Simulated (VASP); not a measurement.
Set up this calculation in VASP 6.6.1, as the native input.

* Task: single point
* Functional: LDA
* Potentials or basis: VASP PAW LDA potentials, release 64 (Ag, Rh_pv)
* Cutoff: 520 eV
* k mesh: 9 × 9 × 5
* Occupations: methfessel-paxton, width 0.05 eV
* Spin: no spin polarisation
* Dipole correction: no
* Further INCAR settings: ALGO = Normal; EDIFF = 1e-06; NBANDS = 20

The structure of AgRh lies in POSCAR:

```
AgRh
1.0
    2.7775881998      0.0000000000      0.0000000000
   -1.3887940999      2.4054619423      0.0000000000
    0.0000000000      0.0000000000      4.8086020000
Ag Rh
1 1
Direct
    0.0000000000      0.0000000000      0.5000000000
    0.6666666667      0.3333333333      0.0000000000
```

The input as run:

INCAR

```
PREC = Accurate
ENCUT = 520
EDIFF = 1E-6
ISMEAR = 1
SIGMA = 0.05
LREAL = False
LASPH = True
NELM = 100
ALGO = Normal
ISIF = 2
LWAVE = False
LCHARG = False
GGA = CA
NBANDS = 20
```

KPOINTS

```
Automatic mesh
0
Gamma
  9 9 5
```

Potentials or basis: VASP PAW LDA potentials, release 64 (Ag, Rh_pv).

Launch:

```bash
$ cat potpaw_LDA.64/Ag/POTCAR potpaw_LDA.64/Rh_pv/POTCAR > POTCAR
$ mpirun -np 1 vasp_std > vasp.out
```

Results of the run:

```yaml
Pressure: -15.3 GPa
Band_gap_on_the_k_mesh: zero (band 13 reaches 9.46 eV, above the bottom of band 14 at 8.45 eV)
```

Run time: 6.8 s on 1 thread of Intel(R) Xeon(R) 6975P-C (Granite Rapids), with other jobs on the host, peak memory 0.15 GiB.
